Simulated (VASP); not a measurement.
A run of VASP 6.6.1:

File INCAR:

```
SYSTEM = MgCd3
PREC = Accurate
ENCUT = 520
EDIFF = 1E-6
ISMEAR = 0
SIGMA = 0.15
LREAL = .FALSE.
LASPH = .TRUE.
NELM = 80
ALGO = Normal
ISIF = 2
LWAVE = .FALSE.
LCHARG = .FALSE.
NBANDS = 27
```

File KPOINTS:

```
regular mesh
0
G
  5 5 5
  0 0 0
```

File POSCAR:

```
MgCd3
1.0
    4.3204763862      0.0000000000      0.0000000000
    0.0000000000      4.3204763862      0.0000000000
    0.0000000000      0.0000000000      4.3204763862
Mg Cd
1 3
Direct
    0.0000000000      0.0000000000      0.0000000000
    0.5000000000      0.5000000000      0.0000000000
    0.5000000000      0.0000000000      0.5000000000
    0.0000000000      0.5000000000      0.5000000000
```

Potentials or basis: VASP PAW LDA potentials, release 64 (Mg, Cd).

Launch:

```bash
$ cat potpaw_LDA.64/Mg/POTCAR potpaw_LDA.64/Cd/POTCAR > POTCAR
$ mpirun -np 1 vasp_std > vasp.out
```

Hardware: 1 thread of Intel(R) Xeon(R) 6975P-C (Granite Rapids) (shared host).

Problem. Estimate the wall time of this run.

Solution. Wall time 5.3 s on 1 thread of Intel(R) Xeon(R) 6975P-C (Granite Rapids), on a shared host, peak memory 0.15 GiB. Counts: scf iterations 11, k points 10.
